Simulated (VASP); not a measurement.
The system is Si.

```
CELL_PARAMETERS angstrom
1.84028 -4.25199 0.00000
1.84028 4.25199 0.00000
0.00000 0.00000 3.26068
ATOMIC_POSITIONS crystal
Si 0.67805 0.32195 0.50000
Si 0.32195 0.67805 0.50000
Si 0.50000 0.50000 0.00000
```

The cell was generated, and may not be a known phase.

| Item | Value |
| --- | --- |
| Program | VASP 6.6.1 |
| Task | relaxation of cell and atoms |
| Functional | PBE |
| Potentials or basis | VASP PAW PBE potentials, release 64 (Si) |
| Cutoff | 600 eV |
| k mesh | 6 × 6 × 6 |
| Occupations | gaussian, width 0.1 eV |
| Spin | no spin polarisation |

At the start: pressure 25.8 GPa; volume 17.01 Å³/atom.

Problem. How do energy, volume and symmetry change on relaxing?

Solution. Over 7 steps the energy falls by 320.6 meV/atom and the volume is 20.56 Å³/atom (+20.9 %); space group Cmmm (No. 65, to 0.1 Å) before and after.

Step by step:
```tsv
step	energy change (eV)	largest force (eV/Å)	pressure (GPa)	volume (Å³)
1	0.0000	0.1028	25.84	51.03
2	-0.5169	0.5460	-8.91	73.88
3	-0.9088	0.6688	-0.52	63.03
4	-0.9088	0.6662	-0.20	62.78
5	-0.9435	0.2444	-0.46	62.67
6	-0.9540	0.1260	-0.67	62.56
7	-0.9619	0.0071	-0.06	61.69
```

Final structure:
```yaml
crystal:
  lattice:
    - [1.83996, -4.63441, 0.00000]
    - [1.83996, 4.63441, 0.00000]
    - [0.00000, 0.00000, 3.61711]
  atoms:
    - { symbol: Si, position: [0.67151, 0.32849, 0.50000] }
    - { symbol: Si, position: [0.32849, 0.67151, 0.50000] }
    - { symbol: Si, position: [0.50000, 0.50000, 0.00000] }
```

Caveat: the volume moved by over 15 % at a fixed basis, so the end points are rough.
